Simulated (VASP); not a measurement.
Wanted: the native input for a VASP 6.6.1 run.

- Task: single point
- Functional: PBE
- Potentials or basis: VASP PAW PBE potentials, release 64 (Cu, O)
- Cutoff: 520 eV
- k mesh: 9 × 9 × 9
- Occupations: fermi-dirac, width 0.05 eV
- Spin: no spin polarisation
- Dipole correction: no
- Further INCAR settings: ALGO = Normal; EDIFF = 1e-06; NBANDS = 16

The structure of CuO lies in POSCAR:

```
CuO
1.0
    2.5525506100      0.0000000000      0.0000000000
    0.0000000000      2.5525506100      0.0000000000
    0.0000000000      0.0000000000      2.4504485856
Cu O
1 1
Direct
    0.0000000000      0.0000000000      0.0000000000
    0.5000000000      0.5000000000      0.5000000000
```

These files were run (other wordings do the same):

INCAR

```
ALGO = Normal ; EDIFF = 1E-6
ENCUT = 520 ; GGA = PE
ISIF = 2 ; ISMEAR = -1
LASPH = T ; LCHARG = T
LELF = T ; LREAL = F
LVHAR = T ; LWAVE = F
NBANDS = 16 ; NELM = 100
PREC = Accurate ; SIGMA = 0.05
```

KPOINTS

```
k-points
0
Gamma
  9 9 9
```

Potentials or basis: VASP PAW PBE potentials, release 64 (Cu, O).

The run is started by

```bash
$ cat potpaw_PBE.64/Cu/POTCAR potpaw_PBE.64/O/POTCAR > POTCAR
$ mpirun -np 1 vasp_std > vasp.out
```

It gave:

```yaml
Pressure: 33.4 GPa
```

Caveat: an odd number of electrons without spin polarisation forces a metal; a magnetic or distorted state may lie lower.

It took 7.3 s on 1 thread of Intel(R) Xeon(R) 6975P-C (Granite Rapids) (shared host), peak memory 0.13 GiB.
